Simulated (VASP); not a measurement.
# Se (R-3) in VASP: further runs, part 2 of 3

VASP 6.6.1.

## Step 3: Single point, PBEsol (volume scaled by 0.98)

Input file INCAR:

```
SYSTEM = Se
PREC = Accurate
ENCUT = 520
EDIFF = 1E-6
ISMEAR = -1
SIGMA = 0.01
LREAL = .FALSE.
LASPH = .TRUE.
NELM = 80
ALGO = Normal
ISIF = 2
LWAVE = .FALSE.
LCHARG = .FALSE.
GGA = PS
NBANDS = 27
```

Input file KPOINTS:

```
Automatic mesh
0
G
  6 6 6
  0 0 0
```

Input file POSCAR:

```
Se
1.0
    5.6428711972      3.2579132047      1.4664214464
   -5.6428711972      3.2579132047      1.4664214464
    0.0000000000     -6.5158264094      1.4664214464
Se
6
Direct
    0.2806600000      0.1625100000      0.9181800000
    0.9181800000      0.2806600000      0.1625100000
    0.1625100000      0.9181800000      0.2806600000
    0.7193400000      0.8374900000      0.0818200000
    0.0818200000      0.7193400000      0.8374900000
    0.8374900000      0.0818200000      0.7193400000
```

Potentials or basis: VASP PAW PBE potentials, release 64 (Se).

On the command line:

```sh
> cat potpaw_PBE.64/Se/POTCAR > POTCAR
> mpirun -np 1 vasp_std > vasp.out
```

OUTCAR:

```text
SYSTEM = Se
   PREC = Accurate
   ENCUT = 520
   EDIFF = 1E-6
   ISMEAR = -1
   LREAL = .FALSE.
   LASPH = .TRUE.
   NELM = 80
   ISIF = 2
   GGA = PS

 ion  position               nearest neighbor table
   1  0.281  0.163  0.918-   5 2.34   6 2.34
   2  0.918  0.281  0.163-   6 2.34   4 2.34
   3  0.163  0.918  0.281-   5 2.34   4 2.34
   4  0.719  0.837  0.082-   2 2.34   3 2.34
   5  0.082  0.719  0.837-   3 2.34   1 2.34
   6  0.837  0.082  0.719-   2 2.34   1 2.34

  LATTYP: Found a trigonal (rhomboedric) cell.
 ALAT       =     6.6788012140
 COS(alpha) =    -0.4276877573

  Lattice vectors:

 A1 = (   5.6428711972,   3.2579132047,   1.4664214464)
 A2 = (  -5.6428711972,   3.2579132047,   1.4664214464)
 A3 = (   0.0000000000,  -6.5158264094,   1.4664214464)

Analysis of symmetry for initial positions (statically):
=====================================================================
 Subroutine PRICEL returns:
 Original cell was already a primitive cell.

 Routine SETGRP: Setting up the symmetry group for a
 trigonal (rhombohedral) supercell.

 Subroutine GETGRP returns: Found  6 space group operations
 (whereof  6 operations were pure point group operations)
 out of a pool of 12 trial point group operations.

The static configuration has the point symmetry S_6 .

Analysis of symmetry for dynamics (positions and initial velocities):
=====================================================================
 Subroutine PRICEL returns:
 Original cell was already a primitive cell.

 Routine SETGRP: Setting up the symmetry group for a
 trigonal (rhombohedral) supercell.

 Subroutine GETGRP returns: Found  6 space group operations
 (whereof  6 operations were pure point group operations)
 out of a pool of 12 trial point group operations.

The dynamic configuration has the point symmetry S_6 .

 Subroutine INISYM returns: Found  6 space group operations
 (whereof  6 operations are pure point group operations),
 and found     1 'primitive' translations

----------------------------------------------------------------------------------------

                                     Primitive cell

  volume of cell :     161.7520

  direct lattice vectors                    reciprocal lattice vectors
     5.642871197  3.257913205  1.466421446     0.088607374  0.051157491  0.227310733
    -5.642871197  3.257913205  1.466421446    -0.088607374  0.051157491  0.227310733
     0.000000000 -6.515826409  1.466421446     0.000000000 -0.102314983  0.227310733

  length of vectors
     6.678801214  6.678801214  6.678801214     0.249276001  0.249276001  0.249276001

  position of ions in fractional coordinates (direct lattice)
     0.280660000  0.162510000  0.918180000
     0.918180000  0.280660000  0.162510000
     0.162510000  0.918180000  0.280660000
     0.719340000  0.837490000  0.081820000
     0.081820000  0.719340000  0.837490000
     0.837490000  0.081820000  0.719340000

  ion indices of the primitive-cell ions
   primitive index   ion index
                 1           1
                 2           2
                 3           3
                 4           4
                 5           5
                 6           6

----------------------------------------------------------------------------------------

 KPOINTS: Automatic mesh

Automatic generation of k-mesh.
 Grid dimensions read from file:
 generate k-points for:    6    6    6

 Generating k-lattice:

  Cartesian coordinates                     Fractional coordinates (reciprocal lattice)
     0.014767896  0.008526249  0.037885122     0.166666667 -0.000000000  0.000000000
    -0.014767896  0.008526249  0.037885122    -0.000000000  0.166666667  0.000000000
     0.000000000 -0.017052497  0.037885122     0.000000000  0.000000000  0.166666667

  Length of vectors
     0.041546000  0.041546000  0.041546000

  Shift w.r.t. Gamma in fractional coordinates (k-lattice)
     0.000000000  0.000000000  0.000000000

 Subroutine IBZKPT returns following result:
 ===========================================

 Found     40 irreducible k-points:

 Following reciprocal coordinates:
            Coordinates               Weight
  0.000000  0.000000  0.000000      1.000000
  0.166667 -0.000000  0.000000      6.000000
  0.333333  0.000000  0.000000      6.000000
  0.500000  0.000000  0.000000      3.000000
  0.166667  0.166667  0.000000      6.000000
  0.333333  0.166667  0.000000      6.000000
[... 16 lines left out ...]
  0.333333  0.333333  0.166667      6.000000
  0.500000  0.333333  0.166667      6.000000
 [... further k-points ...]
   k-points           NKPTS =     40   k-points in BZ     NKDIM =     40   number of bands    NBANDS=     27
   number of dos      NEDOS =    301   number of ions     NIONS =      6
   total plane-waves  NPLWV = 125000
   dimension x,y,z NGX =    50 NGY =   50 NGZ =   50
   dimension x,y,z NGXF=   100 NGYF=  100 NGZF=  100
   ions per type =               6
   NGX,Y,Z   is equivalent  to a cutoff of  12.45, 12.45, 12.45 a.u.
   NGXF,Y,Z  is equivalent  to a cutoff of  24.89, 24.89, 24.89 a.u.
 SYSTEM =  Se
   PREC   = accura    normal or accurate (medium, high low for compatibility)
   ISTART =      0    job   : 0-new  1-cont  2-samecut
   ICHARG =      2    charge: 1-file 2-atom 10-const
   ISPIN  =      1    spin polarized calculation?
   LNONCOLLINEAR =      F non collinear calculations
   LSORBIT =      F    spin-orbit coupling
   LASPH  =      T    aspherical Exc in radial PAW
   ENCUT  =  520.0 eV  38.22 Ry    6.18 a.u.  12.42 12.42 12.42*2*pi/ulx,y,z
   NELM   =     80;   NELMIN=  2; NELMDL= -5     # of ELM steps
   EDIFF  = 0.1E-05   stopping-criterion for ELM
   LREAL  =      F    real-space projection
   EDIFFG = 0.1E-04   stopping-criterion for IOM
   NSW    =      0    number of steps for IOM
   IBRION =     -1    ionic relax: 0-MD 1-quasi-New 2-CG
   NFREE  =      0    steps in history (QN), initial steepest desc. (CG)
   ISIF   =      2    stress and relaxation
   ISYM   =      2    0-nonsym 1-usesym 2-fastsym
   POTIM  = 0.5000    time-step for ionic-motion
   TEBEG  =    0.0;   TEEND  =   0.0 temperature during run
   PSTRESS=    0.0 pullay stress
   NELECT =      36.0000    total number of electrons
   NUPDOWN=      -1.0000    fix difference up-down
   EMIN   =  10.00;   EMAX   =-10.00  energy-range for DOS
   EFERMI =   0.00;   METHOD = LEGACY
   ISMEAR =    -1;   SIGMA  =   0.01  broadening in eV -4-tet -1-fermi 0-gaus
   EFERMI_NEDOS =   21; number of points for ismear=-14 and -15
   IALGO  =     38    algorithm
   IMIX   =      4    mixing-type and parameters
     AMIX     =   0.40;   BMIX     =  1.00
     AMIX_MAG =   1.60;   BMIX_MAG =  1.00
  volume/ion in A,a.u.               =      26.96       181.93
  Fermi-wavevector in a.u.,A,eV,Ry     =   0.992108  1.874813 13.391928  0.984279
  Thomas-Fermi vector in A             =   2.123897
   LORBIT       =      0    0 simple, 1 ext, 2 COOP (PROOUT), +10 PAW based schemes
   GGA     = PS    functional components
   LHFCALC =     F    Hartree Fock is set to
   AEXX    =    0.0000 exact exchange contribution
   IVDW    =     0    specifies the selected vdW correction
   LEPSILON=     F    determine dielectric tensor
   LRPA    =     F    only Hartree local field effects (RPA)
 non-spin polarized calculation
  energy-cutoff  :      520.00
  volume of cell :      161.75
 maximum number of plane-waves:      4369
 NGX is ok and might be reduce to    50
   NGX = 25   NGY = 25   NGZ = 25

 number of electron      36.0000001 magnetization

 Free energy of the ion-electron system (eV)
  ---------------------------------------------------
  ext. energy  EPLUGINS =         0.00000000
  ---------------------------------------------------
  free energy    TOTEN  =       -22.70253132 eV

  energy without entropy =      -22.70253132  energy(sigma->0) =      -22.70253132

 E-fermi :   2.6395     XC(G=0):  -9.0726

 val. band max:        2.4537453603   @ k =   0.5000   0.5000   0.5000
 cond. band min:       3.6128452803   @ k =  -0.1667   0.1667   0.1667
 fundamental gap:      1.1590999200
 Fermi energy:         2.6395274675

 k-point     1 :       0.0000    0.0000    0.0000
  band No.  band energies     occupation
      1     -13.5235      2.00000
      2     -11.7379      2.00000
      3     -11.7379      2.00000
      4      -9.4392      2.00000
      5      -9.4392      2.00000
      6      -7.6864      2.00000
[... 709 lines left out ...]
     26       8.3666      0.00000
     27       8.9399      0.00000

 [... further k-points ...]
[... 5 lines left out ...]
  --------------------------------------------------------------------------------------
  -------------------------------------------------------------------------------------
  Total        1.6686225      1.6686225      1.1076117      0.0000007     -0.0000000      0.0000000
  in kB       16.5279490     16.5279490     10.9710555      0.0000064     -0.0000000      0.0000000
  external PRESSURE =      14.6756512 kB  Pullay stress =       0.0000000 kB

 VOLUME and BASIS-vectors are now :
 -----------------------------------------------------------------------------
  energy-cutoff  :      520.00
  volume of cell :      161.75
      direct lattice vectors                 reciprocal lattice vectors
     5.642871197  3.257913205  1.466421446     0.088607374  0.051157491  0.227310733
    -5.642871197  3.257913205  1.466421446    -0.088607374  0.051157491  0.227310733
     0.000000000 -6.515826409  1.466421446     0.000000000 -0.102314983  0.227310733

 POSITION                                       TOTAL-FORCE (eV/Angst)
 -----------------------------------------------------------------------------------
      0.66671     -4.53889      1.99631         0.201834      0.457047      0.379552
      3.59744      2.84683      1.99631        -0.496731     -0.053730      0.379552
     -4.26415      1.69206      1.99631         0.294897     -0.403317      0.379552
     -0.66671      4.53889      2.40295        -0.201834     -0.457047     -0.379552
     -3.59744     -2.84683      2.40295         0.496731      0.053730     -0.379552
      4.26415     -1.69206      2.40295        -0.294897      0.403317     -0.379552
 -----------------------------------------------------------------------------------
    total drift:                                0.000000     -0.000000     -0.000000

  FREE ENERGIE OF THE ION-ELECTRON SYSTEM (eV)
  ---------------------------------------------------
  free  energy   TOTEN  =       -22.7025313155 eV

  energy  without entropy=      -22.7025313154  energy(sigma->0) =      -22.70253132
```

OSZICAR:

```text
N       E                     dE             d eps       ncg     rms          rms(c)
DAV:   1     0.196251189105E+03    0.19625E+03   -0.14706E+04  2160   0.112E+03
DAV:   2    -0.606448205403E+01   -0.20232E+03   -0.19562E+03  2753   0.189E+02
DAV:   3    -0.227760602384E+02   -0.16712E+02   -0.16569E+02  2846   0.590E+01
DAV:   4    -0.229770079692E+02   -0.20095E+00   -0.20045E+00  2559   0.737E+00
DAV:   5    -0.229787484048E+02   -0.17404E-02   -0.17401E-02  2598   0.712E-01    0.101E+01
DAV:   6    -0.227852961876E+02    0.19345E+00   -0.95661E-02  2469   0.148E+00    0.617E+00
DAV:   7    -0.227033755835E+02    0.81921E-01   -0.19874E-01  2410   0.210E+00    0.285E-01
DAV:   8    -0.227024326240E+02    0.94296E-03   -0.16315E-02  2352   0.628E-01    0.116E-01
DAV:   9    -0.227025082620E+02   -0.75638E-04   -0.42291E-04  2796   0.997E-02    0.407E-02
DAV:  10    -0.227025284934E+02   -0.20231E-04   -0.36423E-05  2401   0.312E-02    0.108E-02
DAV:  11    -0.227025309315E+02   -0.24381E-05   -0.50724E-06  2428   0.112E-02    0.538E-03
DAV:  12    -0.227025313155E+02   -0.38397E-06   -0.98372E-07  1389   0.518E-03
   1 F= -.22702531E+02 E0= -.22702531E+02  d E =-.167223E-10
```

Wall time 4 min (1 thread of Intel Xeon 6975P-C, shared host); peak memory 0.4 GiB.

What came out:

```yaml
Free_energy: -22.7025 eV
Pressure: 1.5 GPa
Largest_force: 0.627 eV/Å
Band_gap_on_the_k_mesh: 1.16 eV, indirect (least direct gap 1.40 eV)
```

Forces in eV/Å, atoms in the order of the input:
```
Se   0.202  0.457  0.380
Se  -0.497 -0.054  0.380
Se   0.295 -0.403  0.380
Se  -0.202 -0.457 -0.380
Se   0.497  0.054 -0.380
Se  -0.295  0.403 -0.380
```

Caveat: the PAW data sets were made with another functional, which shifts forces and pressure a little. A k mesh can miss the band edges.

## Step 4: Single point, PBEsol (volume scaled by 1.01)

Input file INCAR:

```
  PREC = Accurate
  ENCUT = 520
  EDIFF = 1E-6
  ISMEAR = -1
  SIGMA = 0.01
  LREAL = False
  LASPH = True
  NELM = 60
  ALGO = Normal
  ISIF = 2
  LWAVE = False
  LCHARG = False
  GGA = PS
  NBANDS = 27
```

Input file KPOINTS:

```
regular mesh
0
Gamma
  6 6 6
```

Changes to POSCAR since step 3:

```diff
@@ -2,5 +2,5 @@
 1.0
-    5.6428711972      3.2579132047      1.4664214464
-   -5.6428711972      3.2579132047      1.4664214464
-    0.0000000000     -6.5158264094      1.4664214464
+    5.6998737542      3.2908236463      1.4812347869
+   -5.6998737542      3.2908236463      1.4812347869
+    0.0000000000     -6.5816472927      1.4812347869
 Se
```

On the command line:

```sh
> cat potpaw_PBE.64/Se/POTCAR > POTCAR
> mpirun -np 1 vasp_std > vasp.out
```

Wall time 4 min (1 thread of Intel Xeon 6975P-C, shared host); peak memory 0.4 GiB.

It converged, with:

```yaml
Free_energy: -22.7209 eV
Pressure: -0.2 GPa
Largest_force: 0.280 eV/Å
Band_gap_on_the_k_mesh: 1.11 eV, indirect (least direct gap 1.36 eV)
```

Forces in eV/Å, atoms in the order of the input:
```
Se   0.131  0.214  0.124
Se  -0.251  0.006  0.124
Se   0.120 -0.220  0.124
Se  -0.131 -0.214 -0.124
Se   0.251 -0.006 -0.124
Se  -0.120  0.220 -0.124
```

Stress tensor (GPa, compression positive):
```
-0.39  0.00  0.00
 0.00 -0.39  0.00
 0.00  0.00  0.05
```

Levels at points of the mesh, in eV from the valence-band top:
```
           k point  band 16  band 17  band 18  band 19  band 20  band 21
(0.00, 0.00, 0.00)    -0.80    -0.69    -0.69     1.68     1.68     2.49
(0.50, 0.00, 0.00)    -0.94    -0.37    -0.37     1.62     1.79     2.53
(0.50, 0.50, 0.00)    -1.17    -0.91    -0.39     1.38     1.65     2.21
(0.50, 0.50, 0.50)    -1.31    -1.31     0.00     1.36     1.36     1.81
```

Caveat: the PAW data sets were made with another functional, which shifts forces and pressure a little. A k mesh can miss the band edges.

## Step 5: Single point, PBEsol (volume scaled by 1.04)

Input file INCAR:

```
SYSTEM = Se
  PREC = Accurate
  ENCUT = 520
  EDIFF = 1E-6
  ISMEAR = -1
  SIGMA = 0.01
  LREAL = .FALSE.
  LASPH = .TRUE.
  NELM = 60
  ALGO = Normal
  ISIF = 2
  LWAVE = .FALSE.
  LCHARG = .FALSE.
  GGA = PS
  NBANDS = 27
```

Input file KPOINTS:

```
Automatic mesh
0
G
  6 6 6
  0 0 0
```

Changes to POSCAR since step 4:

```diff
@@ -2,5 +2,5 @@
 1.0
-    5.6998737542      3.2908236463      1.4812347869
-   -5.6998737542      3.2908236463      1.4812347869
-    0.0000000000     -6.5816472927      1.4812347869
+    5.7557584332      3.3230886808      1.4957576226
+   -5.7557584332      3.3230886808      1.4957576226
+    0.0000000000     -6.6461773616      1.4957576226
 Se
```

Potentials or basis: VASP PAW PBE potentials, release 64 (Se).

On the command line:

```sh
> cat potpaw_PBE.64/Se/POTCAR > POTCAR
> mpirun -np 1 vasp_std > vasp.out
```

OUTCAR:

```text
SYSTEM = Se
   PREC = Accurate
   ENCUT = 520
   EDIFF = 1E-6
   ISMEAR = -1
   LREAL = .FALSE.
   LASPH = .TRUE.
   NELM = 60
   ISIF = 2
   GGA = PS

 ion  position               nearest neighbor table
   1  0.281  0.163  0.918-   6 2.39   5 2.39
   2  0.918  0.281  0.163-   4 2.39   6 2.39
   3  0.163  0.918  0.281-   4 2.39   5 2.39
   4  0.719  0.837  0.082-   3 2.39   2 2.39
   5  0.082  0.719  0.837-   1 2.39   3 2.39
   6  0.837  0.082  0.719-   1 2.39   2 2.39

[... 926 lines left out ...]
  -------------------------------------------------------------------------------------
  Total       -2.2700353     -2.2700353     -0.8971140      0.0000005      0.0000000      0.0000000
  in kB      -21.1878182    -21.1878182     -8.3733884      0.0000050      0.0000000      0.0000000
  external PRESSURE =     -16.9163416 kB  Pullay stress =       0.0000000 kB

 VOLUME and BASIS-vectors are now :
 -----------------------------------------------------------------------------
  energy-cutoff  :      520.00
  volume of cell :      171.66
      direct lattice vectors                 reciprocal lattice vectors
     5.755758433  3.323088681  1.495757623     0.086869525  0.050154144  0.222852505
    -5.755758433  3.323088681  1.495757623    -0.086869525  0.050154144  0.222852505
     0.000000000 -6.646177362  1.495757623     0.000000000 -0.100308287  0.222852505

 POSITION                                       TOTAL-FORCE (eV/Angst)
 -----------------------------------------------------------------------------------
      0.68004     -4.62969      2.03625         0.066612     -0.004555     -0.106213
      3.66941      2.90378      2.03625        -0.029361      0.059966     -0.106213
     -4.34945      1.72591      2.03625        -0.037251     -0.055411     -0.106213
     -0.68004      4.62969      2.45102        -0.066612      0.004555      0.106213
     -3.66941     -2.90378      2.45102         0.029361     -0.059966      0.106213
      4.34945     -1.72591      2.45102         0.037251      0.055411      0.106213
 -----------------------------------------------------------------------------------
    total drift:                               -0.000000      0.000000      0.000000

  FREE ENERGIE OF THE ION-ELECTRON SYSTEM (eV)
  ---------------------------------------------------
  free  energy   TOTEN  =       -22.6906012704 eV

  energy  without entropy=      -22.6906012704  energy(sigma->0) =      -22.69060127
```

OSZICAR:

```text
N       E                     dE             d eps       ncg     rms          rms(c)
DAV:   1     0.191915909833E+03    0.19192E+03   -0.14421E+04  2160   0.111E+03
DAV:   2    -0.610823488473E+01   -0.19802E+03   -0.19191E+03  2781   0.186E+02
DAV:   3    -0.227766451530E+02   -0.16668E+02   -0.16516E+02  2874   0.587E+01
DAV:   4    -0.229826995795E+02   -0.20605E+00   -0.20549E+00  2512   0.740E+00
DAV:   5    -0.229846137215E+02   -0.19141E-02   -0.19138E-02  2626   0.746E-01    0.920E+00
DAV:   6    -0.227783283075E+02    0.20629E+00   -0.10418E-01  2437   0.153E+00    0.558E+00
DAV:   7    -0.226910877112E+02    0.87241E-01   -0.21260E-01  2445   0.216E+00    0.283E-01
DAV:   8    -0.226904800456E+02    0.60767E-03   -0.16905E-02  2343   0.633E-01    0.113E-01
DAV:   9    -0.226905704626E+02   -0.90417E-04   -0.42644E-04  2700   0.102E-01    0.417E-02
DAV:  10    -0.226905976880E+02   -0.27225E-04   -0.46514E-05  2414   0.353E-02    0.104E-02
DAV:  11    -0.226906007572E+02   -0.30692E-05   -0.60243E-06  2434   0.121E-02    0.544E-03
DAV:  12    -0.226906012704E+02   -0.51323E-06   -0.13425E-06  1405   0.591E-03
   1 F= -.22690601E+02 E0= -.22690601E+02  d E =-.635042E-11
```

stdout:

```text
POSCAR found type information on POSCAR Se
 POSCAR found :  1 types and       6 ions
 scaLAPACK will be used
 -----------------------------------------------------------------------------
|                                                                             |
|                                                                             |
|     You enforced a specific xc type in the INCAR file but a different       |
|     I HOPE YOU KNOW WHAT YOU ARE DOING!                                     |
|                                                                             |
 -----------------------------------------------------------------------------

 LDA part: xc-table for (Slater+PW92), standard interpolation
 POSCAR, INCAR and KPOINTS ok, starting setup
 FFT: planning ... GRIDC
 FFT: planning ... GRID_SOFT
 FFT: planning ... GRID
 WAVECAR not read
 entering main loop
```

Run time: 5.2 min. Hardware: 1 thread of Intel Xeon 6975P-C, shared host; peak memory 0.45 GiB.

What came out:

```yaml
Free_energy: -22.6906 eV
Pressure: -1.7 GPa
Largest_force: 0.125 eV/Å
Band_gap_on_the_k_mesh: 1.06 eV, indirect (least direct gap 1.32 eV)
```

Forces on the atoms (eV/Å):
```
Se   0.067 -0.005 -0.106
Se  -0.029  0.060 -0.106
Se  -0.037 -0.055 -0.106
Se  -0.067  0.005  0.106
Se   0.029 -0.060  0.106
Se   0.037  0.055  0.106
```

Caveat: the PAW data sets were made with another functional, which shifts forces and pressure a little. A k mesh can miss the band edges.

(Continued in part 3 of 3.)
